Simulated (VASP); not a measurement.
# Ga5As2P3 in VASP: single point with PBE

Aim: the single point of Ga5As2P3 with PBE.

Everything below comes from runs of VASP 6.6.1. Logs are shortened: lines on timing, memory, paths and dates and some standing lists are left out, and cuts for length are marked.

## 1. The cell of the first run

The typed cell holds 10 atoms: a = 3.981 Å, b = 3.981 Å, c = 14.154 Å, α = 98.09°, β = 98.09°, γ = 90.00°.

## 2. Single point, PBE

Contents of INCAR:

```
SYSTEM = Ga5As2P3
ALGO = Normal ; EDIFF = 1E-6
ENCUT = 520 ; GGA = PE
ISIF = 2 ; ISMEAR = 0
LASPH = .TRUE. ; LCHARG = .FALSE.
LREAL = .FALSE. ; LWAVE = .FALSE.
NBANDS = 56 ; NELM = 100
PREC = Accurate ; SIGMA = 0.1
```

Contents of KPOINTS:

```
k-points
0
G
  4 4 4
  0 0 0
```

Contents of POSCAR:

```
Ga5As2P3
1.0
   -0.0000799955     -3.9807925881      0.0001577557
    3.9813734357      0.0000712378      0.0002924613
   -1.9922547881      1.9914206082     13.8704600897
Ga P As
5 3 2
Direct
    0.5969145147      0.5970814340      0.1940293374
    0.2014879989      0.2013371361      0.4028927818
    0.7985261943      0.7986405187      0.5971146873
    0.4030609615      0.4029377472      0.8059818328
    0.0000296272      0.0000040973      0.0000037049
    0.2499655601      0.7499103937      0.4999965587
    0.4515083699      0.9514471780      0.9029622125
    0.0484391219      0.5485292884      0.0970302868
    0.8508331934      0.3508407936      0.7015476503
    0.6492344580      0.1492714132      0.2984409474
```

Potentials or basis: VASP PAW PBE potentials, release 64 (Ga_d, P, As).

Command:

```console
$ cat potpaw_PBE.64/Ga_d/POTCAR potpaw_PBE.64/P/POTCAR potpaw_PBE.64/As/POTCAR > POTCAR
$ mpirun -np 1 vasp_std > vasp.out
```

OUTCAR:

```text
SYSTEM = Ga5As2P3
   EDIFF = 1E-6
   ENCUT = 520
   GGA = PE
   ISIF = 2
   ISMEAR = 0
   LASPH = .TRUE.
   LREAL = .FALSE.
   NELM = 100
   PREC = Accurate

 ion  position               nearest neighbor table
   1  0.597  0.597  0.194-   8 2.40   8 2.40  10 2.46  10 2.46
   2  0.201  0.201  0.403-   6 2.40   6 2.40  10 2.46  10 2.46
   3  0.799  0.799  0.597-   6 2.40   6 2.40   9 2.46   9 2.46
   4  0.403  0.403  0.806-   7 2.40   7 2.40   9 2.46   9 2.46
   5  0.000  0.000  0.000-   7 2.40   7 2.40   8 2.40   8 2.40
   6  0.250  0.750  0.500-   3 2.40   3 2.40   2 2.40   2 2.40
   7  0.452  0.951  0.903-   4 2.40   4 2.40   5 2.40   5 2.40
   8  0.048  0.549  0.097-   1 2.40   1 2.40   5 2.40   5 2.40
   9  0.851  0.351  0.702-   4 2.46   4 2.46   3 2.46   3 2.46
  10  0.649  0.149  0.298-   1 2.46   2 2.46   1 2.46   2 2.46

  LATTYP: Found a base centered monoclinic cell.
 ALAT       =    29.9395745288
 B/A-ratio  =     0.1880452468
 C/A-ratio  =     0.5424060064
 COS(beta)  =    -0.9870158961

  Lattice vectors:

 A1 = (  -1.9891986431,  -5.9722844341, -13.8705947953)
 A2 = (  -5.9704920833,  -1.9915630838, -13.8710450123)
 A3 = (   5.9705720788,   5.9723556719,  13.8708872566)

Analysis of symmetry for initial positions (statically):
=====================================================================
 Subroutine PRICEL returns:
 Original cell was already a primitive cell.

 Routine SETGRP: Setting up the symmetry group for a
 base centered monoclinic supercell.

 Subroutine GETGRP returns: Found  1 space group operations
 (whereof  1 operations were pure point group operations)
 out of a pool of  4 trial point group operations.

The static configuration has the point symmetry C_1 .

Analysis of symmetry for dynamics (positions and initial velocities):
=====================================================================
 Subroutine PRICEL returns:
 Original cell was already a primitive cell.

 Routine SETGRP: Setting up the symmetry group for a
 base centered monoclinic supercell.

 Subroutine GETGRP returns: Found  1 space group operations
 (whereof  1 operations were pure point group operations)
 out of a pool of  4 trial point group operations.

The dynamic configuration has the point symmetry C_1 .

 Subroutine INISYM returns: Found  1 space group operations
 (whereof  1 operations are pure point group operations),
 and found     1 'primitive' translations

----------------------------------------------------------------------------------------

                                     Primitive cell

  volume of cell :     219.8368

  direct lattice vectors                    reciprocal lattice vectors
    -0.000079996 -3.980792588  0.000157756     0.000001845 -0.251204826  0.036066442
     3.981373436  0.000071238  0.000292461     0.251166957 -0.000003618  0.036076365
    -1.992254788  1.991420608 13.870460090    -0.000005296  0.000002857  0.072094491

  length of vectors
     3.980792592  3.981373447 14.153603721     0.253780718  0.253744644  0.072094491

  position of ions in fractional coordinates (direct lattice)
     0.596914515  0.597081434  0.194029337
     0.201487999  0.201337136  0.402892782
     0.798526194  0.798640519  0.597114687
     0.403060962  0.402937747  0.805981833
     0.000029627  0.000004097  0.000003705
     0.249965560  0.749910394  0.499996559
     0.451508370  0.951447178  0.902962213
     0.048439122  0.548529288  0.097030287
     0.850833193  0.350840794  0.701547650
     0.649234458  0.149271413  0.298440947

  ion indices of the primitive-cell ions
   primitive index   ion index
                 1           1
                 2           2
                 3           3
                 4           4
                 5           5
                 6           6
                 7           7
                 8           8
                 9           9
                10          10

----------------------------------------------------------------------------------------

 KPOINTS: k-points

Automatic generation of k-mesh.
 Grid dimensions read from file:
 generate k-points for:    4    4    4

 Generating k-lattice:

  Cartesian coordinates                     Fractional coordinates (reciprocal lattice)
     0.000000461 -0.062801207  0.009016611     0.250000000 -0.000000000 -0.000000000
     0.062791739 -0.000000904  0.009019091     0.000000000  0.250000000 -0.000000000
    -0.000001324  0.000000714  0.018023623     0.000000000  0.000000000  0.250000000

  Length of vectors
     0.063445180  0.063436161  0.018023623

  Shift w.r.t. Gamma in fractional coordinates (k-lattice)
     0.000000000  0.000000000  0.000000000

 Subroutine IBZKPT returns following result:
 ===========================================

 Found     36 irreducible k-points:

 Following reciprocal coordinates:
            Coordinates               Weight
  0.000000  0.000000  0.000000      1.000000
  0.250000  0.000000 -0.000000      2.000000
 -0.250000  0.000000  0.250000      2.000000
  0.500000  0.000000 -0.000000      1.000000
  0.500000  0.000000  0.500000      1.000000
  0.000000  0.250000 -0.000000      2.000000
[... 16 lines left out ...]
 -0.000000 -0.250000  0.500000      2.000000
  0.250000  0.250000  0.250000      2.000000
 [... further k-points ...]
   k-points           NKPTS =     36   k-points in BZ     NKDIM =     36   number of bands    NBANDS=     56
   number of dos      NEDOS =    301   number of ions     NIONS =     10
   total plane-waves  NPLWV =  97200
   dimension x,y,z NGX =    30 NGY =   30 NGZ =  108
   dimension x,y,z NGXF=    60 NGYF=   60 NGZF=  216
   ions per type =               5   3   2
   NGX,Y,Z   is equivalent  to a cutoff of  12.53, 12.53, 12.69 a.u.
   NGXF,Y,Z  is equivalent  to a cutoff of  25.06, 25.05, 25.37 a.u.
 SYSTEM =  Ga5As2P3
   PREC   = accura    normal or accurate (medium, high low for compatibility)
   ISTART =      0    job   : 0-new  1-cont  2-samecut
   ICHARG =      2    charge: 1-file 2-atom 10-const
   ISPIN  =      1    spin polarized calculation?
   LNONCOLLINEAR =      F non collinear calculations
   LSORBIT =      F    spin-orbit coupling
   LASPH  =      T    aspherical Exc in radial PAW
   ENCUT  =  520.0 eV  38.22 Ry    6.18 a.u.   7.40  7.40 26.32*2*pi/ulx,y,z
   NELM   =    100;   NELMIN=  2; NELMDL= -5     # of ELM steps
   EDIFF  = 0.1E-05   stopping-criterion for ELM
   LREAL  =      F    real-space projection
   EDIFFG = 0.1E-04   stopping-criterion for IOM
   NSW    =      0    number of steps for IOM
   IBRION =     -1    ionic relax: 0-MD 1-quasi-New 2-CG
   NFREE  =      0    steps in history (QN), initial steepest desc. (CG)
   ISIF   =      2    stress and relaxation
   ISYM   =      2    0-nonsym 1-usesym 2-fastsym
   POTIM  = 0.5000    time-step for ionic-motion
   TEBEG  =    0.0;   TEEND  =   0.0 temperature during run
   PSTRESS=    0.0 pullay stress
   NELECT =      90.0000    total number of electrons
   NUPDOWN=      -1.0000    fix difference up-down
   EMIN   =  10.00;   EMAX   =-10.00  energy-range for DOS
   EFERMI =   0.00;   METHOD = LEGACY
   ISMEAR =     0;   SIGMA  =   0.10  broadening in eV -4-tet -1-fermi 0-gaus
   EFERMI_NEDOS =   21; number of points for ismear=-14 and -15
   IALGO  =     38    algorithm
   IMIX   =      4    mixing-type and parameters
     AMIX     =   0.40;   BMIX     =  1.00
     AMIX_MAG =   1.60;   BMIX_MAG =  1.00
  volume/ion in A,a.u.               =      21.98       148.35
  Fermi-wavevector in a.u.,A,eV,Ry     =   1.215595  2.297141 20.104934  1.477671
  Thomas-Fermi vector in A             =   2.350977
   LORBIT       =      0    0 simple, 1 ext, 2 COOP (PROOUT), +10 PAW based schemes
   GGA     = PE    functional components
   LHFCALC =     F    Hartree Fock is set to
   AEXX    =    0.0000 exact exchange contribution
   IVDW    =     0    specifies the selected vdW correction
   LEPSILON=     F    determine dielectric tensor
   LRPA    =     F    only Hartree local field effects (RPA)
 non-spin polarized calculation
 Gauss-broadening in eV      SIGMA  =   0.10
  energy-cutoff  :      520.00
  volume of cell :      219.84
 maximum number of plane-waves:      5987
 NGX is ok and might be reduce to    30
   NGX = 15   NGY = 15   NGZ = 53

 number of electron      89.9999951 magnetization

 Free energy of the ion-electron system (eV)
  ---------------------------------------------------
  ext. energy  EPLUGINS =         0.00000000
  ---------------------------------------------------
  free energy    TOTEN  =       -43.60765433 eV

  energy without entropy =      -43.60765433  energy(sigma->0) =      -43.60765433

 E-fermi :   4.4800     XC(G=0):  -9.5564

 val. band max:        4.0334146073   @ k =   0.0000   0.0000   0.0000
 cond. band min:       4.9581442679   @ k =   0.0000   0.0000   0.0000
 fundamental gap:      0.9247296606
 Fermi energy:         4.4800066136

 k-point     1 :       0.0000    0.0000    0.0000
  band No.  band energies     occupation
      1     -10.7199      2.00000
      2     -10.7007      2.00000
      3     -10.6571      2.00000
      4     -10.6511      2.00000
      5     -10.6372      2.00000
      6     -10.6372      2.00000
[... 48 lines left out ...]
     55       7.8243      0.00000
     56       7.8265      0.00000

 k-point     2 :       0.2500    0.0000   -0.0000
  band No.  band energies     occupation
      1     -10.7107      2.00000
      2     -10.6925      2.00000
      3     -10.6738      2.00000
      4     -10.6650      2.00000
      5     -10.6484      2.00000
      6     -10.6334      2.00000
[... 48 lines left out ...]
     55       8.5985      0.00000
     56       8.6900      0.00000

 k-point     3 :      -0.2500    0.0000    0.2500
  band No.  band energies     occupation
      1     -10.7107      2.00000
      2     -10.6925      2.00000
      3     -10.6738      2.00000
      4     -10.6650      2.00000
      5     -10.6484      2.00000
      6     -10.6334      2.00000
[... 1172 lines left out ...]
 k-point    23 :      -0.0000   -0.2500    0.5000
  band No.  band energies     occupation
      1     -10.7112      2.00000
      2     -10.6885      2.00000
      3     -10.6806      2.00000
      4     -10.6617      2.00000
      5     -10.6480      2.00000
      6     -10.6334      2.00000
[... 48 lines left out ...]
     55       8.6209      0.00000
     56       8.6403      0.00000

 k-point    24 :       0.2500    0.2500    0.2500
  band No.  band energies     occupation
      1     -10.7108      2.00000
      2     -10.6931      2.00000
      3     -10.6896      2.00000
      4     -10.6824      2.00000
      5     -10.6696      2.00000
      6     -10.6221      2.00000
[... 48 lines left out ...]
     55       9.3457      0.00000
     56       9.4792      0.00000

 [... further k-points ...]

------------------------ aborting loop because EDIFF is reached ----------------------------------------

  FORCE on cell =-STRESS in cart. coord.  units (eV):
  Direction    XX          YY          ZZ          XY          YZ          ZX
  --------------------------------------------------------------------------------------
  -------------------------------------------------------------------------------------
  Total        0.1513822      0.1735690      0.1504970     -0.0025050     -0.0036555      0.0034735
  in kB        1.1032780      1.2649764      1.0968266     -0.0182569     -0.0266412      0.0253151
  external PRESSURE =       1.1550270 kB  Pullay stress =       0.0000000 kB

 VOLUME and BASIS-vectors are now :
 -----------------------------------------------------------------------------
  energy-cutoff  :      520.00
  volume of cell :      219.84
      direct lattice vectors                 reciprocal lattice vectors
    -0.000079996 -3.980792588  0.000157756     0.000001845 -0.251204826  0.036066442
     3.981373436  0.000071238  0.000292461     0.251166957 -0.000003618  0.036076365
    -1.992254788  1.991420608 13.870460090    -0.000005296  0.000002857  0.072094491

 POSITION                                       TOTAL-FORCE (eV/Angst)
 -----------------------------------------------------------------------------------
      1.99060     -1.98976      2.69154        -0.001309     -0.000219     -0.015718
     -0.00108      0.00026      5.58840         0.000780      0.000248      0.011194
      1.99002     -1.98960      8.28261        -0.001370      0.000049     -0.011303
     -0.00151      0.00058     11.17952         0.001073     -0.000563      0.014979
      0.00001     -0.00011      0.00005        -0.000005      0.000228      0.000049
      1.98953      0.00070      6.93544         0.000760     -0.000240     -0.000074
      1.98910      0.00088     12.52485         0.000045      0.000157      0.002987
      1.99059      0.00044      1.34602        -0.000020     -0.000059     -0.002777
     -0.00090     -1.98989      9.73103         0.000092      0.000460     -0.001553
     -0.00032     -1.99014      4.13966        -0.000047     -0.000060      0.002217
 -----------------------------------------------------------------------------------
    total drift:                                0.000174      0.000118      0.000106

  FREE ENERGIE OF THE ION-ELECTRON SYSTEM (eV)
  ---------------------------------------------------
  free  energy   TOTEN  =       -43.6076543311 eV

  energy  without entropy=      -43.6076543311  energy(sigma->0) =      -43.60765433
```

Run time: 5.3 min. Hardware: 1 thread of Intel Xeon Platinum 8488C (Sapphire Rapids), shared host; peak memory 0.51 GiB.

What came out:

| Item | Value |
| --- | --- |
| Free energy | -43.6077 eV |
| Pressure | 0.1 GPa |
| Largest force | 0.016 eV/Å |
| Band gap on the k mesh | 0.92 eV |

Forces on the atoms (eV/Å):
```
Ga  -0.001  0.000 -0.016
Ga   0.001  0.000  0.011
Ga  -0.001  0.000 -0.011
Ga   0.001 -0.001  0.015
Ga   0.000  0.000  0.000
P    0.001  0.000  0.000
P    0.000  0.000  0.003
P    0.000  0.000 -0.003
As   0.000  0.000 -0.002
As   0.000  0.000  0.002
```

A k mesh can miss the band edges.
